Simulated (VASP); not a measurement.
# SrO (R-3m) in VASP: settings compared

The runs below take SrO through single point, relaxation of shape and atoms at fixed volume, with r2SCAN, PBE.

Program: VASP 6.6.1. These are calculated values, not measurements. Logs are shortened: lines on timing, memory, paths and dates and some standing lists are left out, and cuts for length are marked.

### Step 1. The cell of the first run

It takes space group R-3m (No. 166, trigonal). Conventional cell: a = 3.614 Å, b = 3.614 Å, c = 27.984 Å, α = 90.00°, β = 90.00°, γ = 120.00°. Within 3.4 Å of Sr (site symmetry -3m) lie 6 O at 2.61 Å and 2 Sr at 3.15 Å. Sr (site symmetry 3m) has 6 O at 2.58 to 2.61 Å and 1 Sr at 3.15 Å within 3.4 Å. Within 3.4 Å of O (site symmetry -3m) lie 6 Sr at 2.58 Å. O (site symmetry 3m) has 6 Sr at 2.61 Å within 3.4 Å.

### Step 2. Single point, r2SCAN

File POSCAR:

```
SrO
1.0
    1.8068827286      1.0432042297      9.3280357606
   -1.8068827286      1.0432042297      9.3280357606
    0.0000000000     -2.0864084595      9.3280357606
Sr O
3 3
Direct
    0.5000000000      0.5000000000      0.5000000000
    0.6124063137      0.6124063137      0.6124063137
    0.3875936863      0.3875936863      0.3875936863
    0.0000000000      0.0000000000      0.0000000000
    0.7770653443      0.7770653443      0.7770653443
    0.2229346557      0.2229346557      0.2229346557
```

File INCAR.step1:

```
PREC = Accurate
ENCUT = 520
ISMEAR = 0
SIGMA = 0.02
LREAL = F
LASPH = T
NELM = 60
NBANDS = 33
GGA = PE
ALGO = Normal
EDIFF = 1E-4
LWAVE = T
LCHARG = F
```

File INCAR.step2:

```
PREC = Accurate
ENCUT = 520
EDIFF = 1E-7
ISMEAR = 0
SIGMA = 0.02
LREAL = F
LASPH = T
NELM = 60
ALGO = Normal
ISIF = 2
LWAVE = F
LCHARG = F
METAGGA = R2SCAN
LMIXTAU = T
NBANDS = 33
ISTART = 1
```

File KPOINTS:

```
regular mesh
0
Gamma
  6 6 6
```

Potentials or basis: VASP PAW PBE potentials, release 64 (Sr_sv, O).

On the command line:

```console
$ cat potpaw_PBE.64/Sr_sv/POTCAR potpaw_PBE.64/O/POTCAR > POTCAR
$ cp INCAR.step1 INCAR
$ mpirun -np 1 vasp_std > vasp.out
$ cp INCAR.step2 INCAR
$ mpirun -np 1 vasp_std > vasp.out
```

OUTCAR:

```text
PREC = Accurate
   ENCUT = 520
   EDIFF = 1E-7
   ISMEAR = 0
   LREAL = F
   LASPH = T
   NELM = 60
   ISIF = 2
   METAGGA = R2SCAN
   ISTART = 1

 ion  position               nearest neighbor table
   1  0.500  0.500  0.500-   6 2.61   5 2.61   6 2.61   6 2.61   5 2.61   5 2.61   3 3.15   2 3.15
                             3 4.79   2 4.79   3 4.79   2 4.79   3 4.79   2 4.79   2 4.79   3 4.79
   2  0.612  0.612  0.612-   4 2.58   4 2.58   4 2.58   6 2.61   6 2.61   6 2.61   1 3.15   3 3.68
                             3 3.68   3 3.68   1 4.79   1 4.79   1 4.79   1 4.79   1 4.79   1 4.79
   3  0.388  0.388  0.388-   4 2.58   4 2.58   4 2.58   5 2.61   5 2.61   5 2.61   1 3.15   2 3.68
                             2 3.68   2 3.68   1 4.79   1 4.79   1 4.79   1 4.79   1 4.79   1 4.79
   4  0.000  0.000  0.000-   2 2.58   3 2.58   2 2.58   2 2.58   3 2.58   3 2.58
   5  0.777  0.777  0.777-   3 2.61   3 2.61   3 2.61   1 2.61   1 2.61   1 2.61
   6  0.223  0.223  0.223-   2 2.61   2 2.61   2 2.61   1 2.61   1 2.61   1 2.61

  LATTYP: Found a trigonal (rhomboedric) cell.
 ALAT       =     9.5585224491
 COS(alpha) =     0.9285325313

  Lattice vectors:

 A1 = (   1.8068827286,   1.0432042297,   9.3280357606)
 A2 = (  -1.8068827286,   1.0432042297,   9.3280357606)
 A3 = (   0.0000000000,  -2.0864084595,   9.3280357606)

Analysis of symmetry for initial positions (statically):
=====================================================================
 Subroutine PRICEL returns:
 Original cell was already a primitive cell.

 Routine SETGRP: Setting up the symmetry group for a
 trigonal (rhombohedral) supercell.

 Subroutine GETGRP returns: Found 12 space group operations
 (whereof 12 operations were pure point group operations)
 out of a pool of 12 trial point group operations.

The static configuration has the point symmetry D_3d.

Analysis of symmetry for dynamics (positions and initial velocities):
=====================================================================
 Subroutine PRICEL returns:
 Original cell was already a primitive cell.

 Routine SETGRP: Setting up the symmetry group for a
 trigonal (rhombohedral) supercell.

 Subroutine GETGRP returns: Found 12 space group operations
 (whereof 12 operations were pure point group operations)
 out of a pool of 12 trial point group operations.

The dynamic configuration has the point symmetry D_3d.

 Subroutine INISYM returns: Found 12 space group operations
 (whereof 12 operations are pure point group operations),
 and found     1 'primitive' translations

[... 107 lines left out ...]
   NFREE  =      0    steps in history (QN), initial steepest desc. (CG)
   ISIF   =      2    stress and relaxation
   ISYM   =      2    0-nonsym 1-usesym 2-fastsym
   POTIM  = 0.5000    time-step for ionic-motion
   TEBEG  =    0.0;   TEEND  =   0.0 temperature during run
   PSTRESS=    0.0 pullay stress
   NELECT =      48.0000    total number of electrons
   NUPDOWN=      -1.0000    fix difference up-down
   EMIN   =  10.00;   EMAX   =-10.00  energy-range for DOS
   EFERMI =   0.00;   METHOD = LEGACY
   ISMEAR =     0;   SIGMA  =   0.02  broadening in eV -4-tet -1-fermi 0-gaus
   EFERMI_NEDOS =   21; number of points for ismear=-14 and -15
   IALGO  =     38    algorithm
   IMIX   =      4    mixing-type and parameters
     AMIX     =   0.40;   BMIX     =  1.00
     AMIX_MAG =   1.60;   BMIX_MAG =  1.00
  volume/ion in A,a.u.               =      17.58       118.65
  Fermi-wavevector in a.u.,A,eV,Ry     =   1.259143  2.379435 21.571229  1.585441
  Thomas-Fermi vector in A             =   2.392717
   LORBIT       =      0    0 simple, 1 ext, 2 COOP (PROOUT), +10 PAW based schemes
   METAGGA = R2SCAN    functional components
   LHFCALC =     F    Hartree Fock is set to
   AEXX    =    0.0000 exact exchange contribution
   IVDW    =     0    specifies the selected vdW correction
   LEPSILON=     F    determine dielectric tensor
   LRPA    =     F    only Hartree local field effects (RPA)
 non-spin polarized calculation
 Gauss-broadening in eV      SIGMA  =   0.02
  energy-cutoff  :      520.00
  volume of cell :      105.50
 maximum number of plane-waves:      2878
   NGX = 35   NGY = 35   NGZ = 35

 number of electron      48.0000001 magnetization

 Free energy of the ion-electron system (eV)
  ---------------------------------------------------
  ext. energy  EPLUGINS =         0.00000000
  ---------------------------------------------------
  free energy    TOTEN  =       -80.53943321 eV

  energy without entropy =      -80.53943321  energy(sigma->0) =      -80.53943321

 E-fermi :   1.4528     XC(G=0): -10.4059

 val. band max:        1.2977736872   @ k =   0.0000   0.0000   0.0000
 cond. band min:       5.2367486693   @ k =   0.5000   0.5000  -0.0000
 fundamental gap:      3.9389749821
 Fermi energy:         1.4528278906

 k-point     1 :       0.0000    0.0000    0.0000
  band No.  band energies     occupation
      1     -32.6424      2.00000
      2     -32.4973      2.00000
      3     -32.4910      2.00000
      4     -16.0811      2.00000
      5     -15.9788      2.00000
      6     -14.7566      2.00000
[... 853 lines left out ...]
     32       9.9919      0.00000
     33      10.5190      0.00000

 [... further k-points ...]

------------------------ aborting loop because EDIFF is reached ----------------------------------------

  FORCE on cell =-STRESS in cart. coord.  units (eV):
  Direction    XX          YY          ZZ          XY          YZ          ZX
  --------------------------------------------------------------------------------------
  -------------------------------------------------------------------------------------
  Total       -0.8822282     -0.8822282     -1.0271496      0.0000000      0.0000000      0.0000000
  in kB      -13.3983322    -13.3983322    -15.5992430      0.0000000      0.0000000      0.0000000
  external PRESSURE =     -14.1319691 kB  Pullay stress =       0.0000000 kB

 VOLUME and BASIS-vectors are now :
 -----------------------------------------------------------------------------
  energy-cutoff  :      520.00
  volume of cell :      105.50
      direct lattice vectors                 reciprocal lattice vectors
     1.806882729  1.043204230  9.328035761     0.276719674  0.159764178  0.035734569
    -1.806882729  1.043204230  9.328035761    -0.276719674  0.159764178  0.035734569
     0.000000000 -2.086408459  9.328035761     0.000000000 -0.319528357  0.035734569

 POSITION                                       TOTAL-FORCE (eV/Angst)
 -----------------------------------------------------------------------------------
      0.00000     -0.00000     13.99205         0.000000     -0.000000     -0.000000
      0.00000     -0.00000     17.13764        -0.000000      0.000000     -0.035134
      0.00000     -0.00000     10.84646        -0.000000     -0.000000      0.035134
      0.00000      0.00000      0.00000        -0.000000     -0.000000     -0.000000
      0.00000     -0.00000     21.74548        -0.000000      0.000000     -0.002485
      0.00000     -0.00000      6.23863        -0.000000     -0.000000      0.002485
 -----------------------------------------------------------------------------------
    total drift:                               -0.000000     -0.000000      0.000000

  FREE ENERGIE OF THE ION-ELECTRON SYSTEM (eV)
  ---------------------------------------------------
  free  energy   TOTEN  =       -80.5394332084 eV

  energy  without entropy=      -80.5394332084  energy(sigma->0) =      -80.53943321
```

OSZICAR.step1:

```text
N       E                     dE             d eps       ncg     rms          rms(c)
DAV:   1     0.289773452750E+03    0.28977E+03   -0.24633E+04  2112   0.139E+03
DAV:   2    -0.215928862095E+02   -0.31137E+03   -0.29745E+03  2822   0.316E+02
DAV:   3    -0.416129214283E+02   -0.20020E+02   -0.19907E+02  3150   0.708E+01
DAV:   4    -0.421948876126E+02   -0.58197E+00   -0.58092E+00  3104   0.106E+01
DAV:   5    -0.422042496113E+02   -0.93620E-02   -0.93615E-02  2909   0.120E+00    0.269E+01
DAV:   6    -0.357704717789E+02    0.64338E+01   -0.37145E+01  2392   0.263E+01    0.338E+01
DAV:   7    -0.357168838481E+02    0.53588E-01   -0.27184E+00  3060   0.722E+00    0.255E+01
DAV:   8    -0.356298408785E+02    0.87043E-01   -0.22031E+00  2321   0.755E+00    0.437E+00
DAV:   9    -0.355402014651E+02    0.89639E-01   -0.33381E-01  2584   0.310E+00    0.158E+00
DAV:  10    -0.355428644535E+02   -0.26630E-02   -0.32415E-02  2879   0.849E-01    0.588E-01
DAV:  11    -0.355418189452E+02    0.10455E-02   -0.97375E-03  3504   0.488E-01    0.103E-01
DAV:  12    -0.355420484687E+02   -0.22952E-03   -0.17407E-03  2924   0.186E-01    0.988E-02
DAV:  13    -0.355420331662E+02    0.15302E-04   -0.79347E-05  1701   0.561E-02
   1 F= -.35542033E+02 E0= -.35542033E+02  d E =-.178242E-42
```

Run time: 47 min. Hardware: 1 thread of Intel Xeon Platinum 8259CL at 2.50GHz (Skylake/Cascade Lake), shared host; peak memory 0.87 GiB.

What came out:

```yaml
Free_energy: -80.5394 eV
Pressure: -1.4 GPa
Largest_force: 0.035 eV/Å
Band_gap_on_the_k_mesh: 3.94 eV (least direct gap 4.05 eV)
```

Forces in eV/Å, atoms in the order of the input:
```
Sr   0.000  0.000  0.000
Sr   0.000  0.000 -0.035
Sr   0.000  0.000  0.035
O    0.000  0.000  0.000
O    0.000  0.000 -0.002
O    0.000  0.000  0.002
```

Caveat: the PAW data sets were made with another functional, which shifts forces and pressure a little.

### Step 3. Relaxation of shape and atoms at fixed volume, PBE (15.47 Å³/atom)

This run uses another cell than the first one, of 15.47 Å³/atom.

File INCAR:

```
SYSTEM = SrO
ALGO = Normal
EDIFF = 1E-6
EDIFFG = -0.01
ENCUT = 600
GGA = PE
IBRION = 2
ISIF = 4
ISMEAR = 0
LASPH = .TRUE.
LCHARG = .FALSE.
LREAL = .FALSE.
LWAVE = .FALSE.
NELM = 60
NSW = 50
PREC = Accurate
SIGMA = 0.02
```

File KPOINTS:

```
k-points
0
G
  6 6 6
  0 0 0
```

File POSCAR:

```
SrO
1.0
    1.7286138079      0.9980156473      8.9688518906
   -1.7286138079      0.9980156473      8.9688518906
    0.0000000000     -1.9960312947      8.9688518906
Sr O
3 3
Direct
    0.5000000000      0.5000000000      0.5000000000
    0.6121706188      0.6121706188      0.6121706188
    0.3878293812      0.3878293812      0.3878293812
    0.0000000000      0.0000000000      0.0000000000
    0.7771785879      0.7771785879      0.7771785879
    0.2228214121      0.2228214121      0.2228214121
```

Potentials or basis: VASP PAW PBE potentials, release 64 (Sr_sv, O).

On the command line:

```console
$ cat potpaw_PBE.64/Sr_sv/POTCAR potpaw_PBE.64/O/POTCAR > POTCAR
$ mpirun -np 1 vasp_std > vasp.out
```

It took 22 min on 1 thread of Intel Xeon Platinum 8259CL at 2.50GHz (Skylake/Cascade Lake), shared host; peak memory 1 GiB.

Results (log left out):

- Free energy: -34.9938 eV
- Energy gained by relaxing: 0.1 meV/atom
- Ionic steps: 2
- Pressure after relaxing: 14.7 GPa
- Largest force after relaxing: 0.009 eV/Å
- Band gap on the k mesh: 3.47 eV (least direct gap 3.50 eV)

Forces on the atoms (eV/Å):
```
Sr   0.000  0.000  0.000
Sr   0.000  0.000 -0.009
Sr   0.000  0.000  0.009
O    0.000  0.000  0.000
O    0.000  0.000  0.008
O    0.000  0.000 -0.008
```

Stress tensor (GPa, compression positive):
```
14.69  0.00  0.00
 0.00 14.69  0.00
 0.00  0.00 14.81
```

Step by step:
```csv
step,energy change (eV),largest force (eV/Å),pressure (GPa),volume (Å³)
1,0.0000,0.0244,14.76,92.84
2,-0.0004,0.0091,14.73,92.84
```

Final structure:
```yaml
crystal:
  lattice:
    - [1.72712, 0.99715, 8.98439]
    - [-1.72712, 0.99715, 8.98439]
    - [0.00000, -1.99431, 8.98439]
  atoms:
    - { symbol: Sr, position: [0.50000, 0.50000, 0.50000] }
    - { symbol: Sr, position: [0.61213, 0.61213, 0.61213] }
    - { symbol: Sr, position: [0.38787, 0.38787, 0.38787] }
    - { symbol: O, position: [0.00000, 0.00000, 0.00000] }
    - { symbol: O, position: [0.77718, 0.77718, 0.77718] }
    - { symbol: O, position: [0.22282, 0.22282, 0.22282] }
```

Levels at points of the mesh, in eV from the valence-band top:
```csv
k point,band 21,band 22,band 23,band 24,band 25,band 26,band 27,band 28
"(0.00, 0.00, 0.00)",-0.83,-0.11,0.00,0.00,4.10,5.03,6.24,6.68
"(0.50, 0.00, 0.00)",-0.60,-0.47,-0.45,-0.29,3.94,4.53,6.43,7.59
"(0.50, 0.50, 0.00)",-0.93,-0.41,-0.13,-0.03,3.47,5.39,6.04,8.04
"(0.50, 0.50, 0.50)",-0.44,-0.44,-0.26,-0.26,4.56,5.48,6.05,6.22
```

A k mesh can miss the band edges.
